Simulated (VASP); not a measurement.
# TiO2 (C2/m) in VASP: a series of runs, part 2 of 2

VASP 6.6.1.

**3. Single point, BLYP+D4**

This run uses another cell than the first one, of 12.23 Å³/atom.

Input file INCAR:

```
SYSTEM = TiO2
PREC     = Accurate       ! precision mode
ENCUT    = 520            ! plane-wave cutoff, eV
EDIFF    = 1E-7           ! SCF threshold, eV
ISMEAR   = -1             ! smearing method
SIGMA    = 0.05           ! smearing width, eV
LREAL    = .False.        ! projectors in reciprocal space
LASPH    = .True.         ! aspherical terms in the spheres
NELM     = 60             ! most SCF steps
ALGO     = Normal         ! electronic algorithm
ISIF     = 2              ! what is computed and relaxed
LWAVE    = .False.        ! write WAVECAR
LCHARG   = .False.        ! write CHGCAR
GGA      = B5             ! functional
ALDAX    = 1.0          
AGGAX    = 1.0          
AGGAC    = 1.0          
ALDAC    = 0.0          
IVDW     = 13             ! dispersion correction
VDW_S6   = 1.0          
VDW_S8   = 2.34076671   
VDW_A1   = 0.44488865   
VDW_A2   = 4.0933009    
NBANDS   = 60             ! bands
```

Input file KPOINTS:

```
regular mesh
0
Gamma
  8 8 4
  0 0 0
```

Input file POSCAR:

```
TiO2
1.0
    6.1535771931     -1.8834685000      0.0000000000
    6.1535771931      1.8834685000      0.0000000000
   -1.9283261078      0.0000000000      6.3289668713
Ti O
4 8
Direct
    0.9000710000      0.9000710000      0.2896020000
    0.1952860000      0.1952860000      0.2837620000
    0.0999290000      0.0999290000      0.7103980000
    0.8047140000      0.8047140000      0.7162380000
    0.3619310000      0.3619310000      0.2933970000
    0.2634885000      0.2634885000      0.6525000000
    0.8671885000      0.8671885000      0.9952910000
    0.7365115000      0.7365115000      0.3475000000
    0.9416475000      0.9416475000      0.6300210000
    0.1328115000      0.1328115000      0.0047090000
    0.6380690000      0.6380690000      0.7066030000
    0.0583525000      0.0583525000      0.3699790000
```

Potentials or basis: VASP PAW PBE potentials, release 64 (Ti_sv, O).

Command:

```
$ cat potpaw_PBE.64/Ti_sv/POTCAR potpaw_PBE.64/O/POTCAR > POTCAR
$ mpirun -np 1 vasp_std > vasp.out
```

OUTCAR:

```text
SYSTEM = TiO2
   PREC = Accurate
   ENCUT = 520
   EDIFF = 1E-7
   ISMEAR = -1
   LREAL = .False.
   LASPH = .True.
   NELM = 60
   ISIF = 2
   GGA = B5
   IVDW = 13

 ion  position               nearest neighbor table
   1  0.900  0.900  0.290-  12 1.86   7 1.87   5 1.94   5 1.94   8 2.16   9 2.16
   2  0.195  0.195  0.284-  10 1.78  12 1.93   8 1.96   8 1.96   5 2.03   6 2.34
   3  0.100  0.100  0.710-   9 1.86  10 1.87  11 1.94  11 1.94   6 2.16  12 2.16
   4  0.805  0.805  0.716-   7 1.78   9 1.93   6 1.96   6 1.96  11 2.03   8 2.34
   5  0.362  0.362  0.293-   1 1.94   1 1.94   2 2.03
   6  0.263  0.263  0.653-   4 1.96   4 1.96   3 2.16   2 2.34
   7  0.867  0.867  0.995-   4 1.78   1 1.87
   8  0.737  0.737  0.347-   2 1.96   2 1.96   1 2.16   4 2.34
   9  0.942  0.942  0.630-   3 1.86   4 1.93   1 2.16
  10  0.133  0.133  0.005-   2 1.78   3 1.87
  11  0.638  0.638  0.707-   3 1.94   3 1.94   4 2.03
  12  0.058  0.058  0.370-   1 1.86   2 1.93   3 2.16

  LATTYP: Found a base centered monoclinic cell.
 ALAT       =    12.3071543862
 B/A-ratio  =     0.3060770087
 C/A-ratio  =     0.5375907333
 COS(beta)  =    -0.2914546970

  Lattice vectors:

 A1 = (   6.1535771931,  -1.8834685000,   0.0000000000)
 A2 = (   6.1535771931,   1.8834685000,   0.0000000000)
 A3 = (  -1.9283261078,   0.0000000000,   6.3289668713)

Analysis of symmetry for initial positions (statically):
=====================================================================
 Subroutine PRICEL returns:
 Original cell was already a primitive cell.

 Routine SETGRP: Setting up the symmetry group for a
 base centered monoclinic supercell.

 Subroutine GETGRP returns: Found  4 space group operations
 (whereof  4 operations were pure point group operations)
 out of a pool of  4 trial point group operations.

The static configuration has the point symmetry C_2h.

Analysis of symmetry for dynamics (positions and initial velocities):
[... 161 lines left out ...]
   LRPA    =     F    only Hartree local field effects (RPA)
 non-spin polarized calculation
  energy-cutoff  :      520.00
  volume of cell :      146.71
 maximum number of plane-waves:      3974
   NGX = 23   NGY = 23   NGZ = 25

 number of electron      96.0000007 magnetization

 Free energy of the ion-electron system (eV)
  ---------------------------------------------------
  ext. energy  EPLUGINS =         0.00000000
  ---------------------------------------------------
  free energy    TOTEN  =      -103.60458552 eV

  energy without entropy =     -103.60458552  energy(sigma->0) =     -103.60458552

 E-fermi :   3.9963     XC(G=0):  -9.8916

 val. band max:        2.7690999413   @ k =  -0.3750   0.2500   0.5000
 cond. band min:       5.4767640539   @ k =   0.0000   0.0000   0.0000
 fundamental gap:      2.7076641127
 Fermi energy:         3.9963448790

 k-point     1 :       0.0000    0.0000    0.0000
  band No.  band energies     occupation
      1     -53.2413      2.00000
      2     -53.2297      2.00000
      3     -53.1450      2.00000
      4     -53.1387      2.00000
      5     -29.7792      2.00000
      6     -29.7324      2.00000
[... 1501 lines left out ...]
     59       7.2877      0.00000
     60       7.3274      0.00000

 [... further k-points ...]

------------------------ aborting loop because EDIFF is reached ----------------------------------------

  DFT-D4 for vdW energy calculation

  Edisp (eV):   -3.94595

  FORCE on cell =-STRESS in cart. coord.  units (eV):
  Direction    XX          YY          ZZ          XY          YZ          ZX
  --------------------------------------------------------------------------------------
  -------------------------------------------------------------------------------------
  Total      -1.24483    -1.89972    -0.88715     0.00000     0.00000    -0.03584
  in kB     -13.59475   -20.74685    -9.68858     0.00000     0.00000    -0.39139
  external pressure =      -14.68 kB  Pullay stress =        0.00 kB

 VOLUME and BASIS-vectors are now :
 -----------------------------------------------------------------------------
  energy-cutoff  :      520.00
  volume of cell :      146.71
      direct lattice vectors                 reciprocal lattice vectors
     6.153577193 -1.883468500  0.000000000     0.081253551 -0.265467673  0.024756544
     6.153577193  1.883468500  0.000000000     0.081253551  0.265467673  0.024756544
    -1.928326108  0.000000000  6.328966871     0.000000000  0.000000000  0.158003671

 POSITION                                       TOTAL-FORCE (eV/Angst)
 -----------------------------------------------------------------------------------
     10.51887      0.00000      1.83288         0.097648      0.000000     -0.098095
      1.85623      0.00000      1.79592        -0.155291      0.000000     -0.125248
     -0.14004      0.00000      4.49609        -0.097648      0.000000      0.098095
      8.52260      0.00000      4.53305         0.155291      0.000000      0.125248
      3.88858      0.00000      1.85690         0.026008      0.000000     -0.006043
      1.98456      0.00000      4.12965         0.052927      0.000000      0.065800
      8.75338      0.00000      6.29916        -0.041356      0.000000      0.037899
      8.39427      0.00000      2.19932        -0.052927      0.000000     -0.065800
     10.37412      0.00000      3.98738        -0.043371      0.000000      0.017181
      1.62545      0.00000      0.02980         0.041356      0.000000     -0.037899
      6.49025      0.00000      4.47207        -0.026008      0.000000      0.006043
      0.00471      0.00000      2.34158         0.043371      0.000000     -0.017181
 -----------------------------------------------------------------------------------
    total drift:                               -0.000000      0.000000      0.000000

  FREE ENERGIE OF THE ION-ELECTRON SYSTEM (eV)
  ---------------------------------------------------
  free  energy   TOTEN  =      -107.5505352029 eV

  energy  without entropy=     -107.5505352029  energy(sigma->0) =     -107.55053520
```

OSZICAR:

```text
N       E                     dE             d eps       ncg     rms          rms(c)
DAV:   1     0.151380062854E+04    0.15138E+04   -0.48265E+04  9528   0.186E+03
DAV:   2     0.179620982249E+03   -0.13342E+04   -0.12640E+04  9588   0.577E+02
[... 11 lines left out ...]
DAV:  14    -0.103604623057E+03   -0.30388E-04   -0.94506E-04 12920   0.184E-01    0.666E-02
DAV:  15    -0.103604591137E+03    0.31920E-04   -0.25541E-04 13212   0.103E-01    0.166E-02
DAV:  16    -0.103604587513E+03    0.36237E-05   -0.43335E-05 11472   0.363E-02    0.128E-02
DAV:  17    -0.103604584983E+03    0.25296E-05   -0.21303E-05 13104   0.258E-02    0.463E-03
DAV:  18    -0.103604585343E+03   -0.35975E-06   -0.37684E-06 13328   0.139E-02    0.367E-03
DAV:  19    -0.103604585455E+03   -0.11200E-06   -0.11907E-06 12116   0.770E-03    0.791E-04
DAV:  20    -0.103604585523E+03   -0.68449E-07   -0.88387E-08  5496   0.239E-03
   1 F= -.10755054E+03 E0= -.10755054E+03  d E =-.123266E-10
```

stdout:

```text
POSCAR found type information on POSCAR TiO
 POSCAR found :  2 types and      12 ions
 scaLAPACK will be used
 -----------------------------------------------------------------------------
|                                                                             |
|                                                                             |
|     You enforced a specific xc type in the INCAR file but a different       |
|     I HOPE YOU KNOW WHAT YOU ARE DOING!                                     |
|                                                                             |
 -----------------------------------------------------------------------------

 LDA part: xc-table for (Slater(with rela. corr.)+VWN5), standard interpolation
 POSCAR, INCAR and KPOINTS ok, starting setup
 FFT: planning ... GRIDC
 FFT: planning ... GRID_SOFT
 FFT: planning ... GRID
 WAVECAR not read
 entering main loop
```

Run time: 46 min. Hardware: 1 thread of Oxide Virtual Turin-like, shared host; peak memory 0.61 GiB.

What came out:

```yaml
Free_energy: -107.5505 eV
Pressure: -1.5 GPa
Largest_force: 0.200 eV/Å
Band_gap_on_the_k_mesh: 2.71 eV (least direct gap 2.88 eV)
Dispersion_energy_per_atom: -0.329 eV
```

Forces in eV/Å, atoms in the order of the input:
```
Ti   0.098  0.000 -0.098
Ti  -0.155  0.000 -0.125
Ti  -0.098  0.000  0.098
Ti   0.155  0.000  0.125
O    0.026  0.000 -0.006
O    0.053  0.000  0.066
O   -0.041  0.000  0.038
O   -0.053  0.000 -0.066
O   -0.043  0.000  0.017
O    0.041  0.000 -0.038
O   -0.026  0.000  0.006
O    0.043  0.000 -0.017
```

Caveat: the PAW data sets were made with another functional, which shifts forces and pressure a little. A k mesh can miss the band edges.
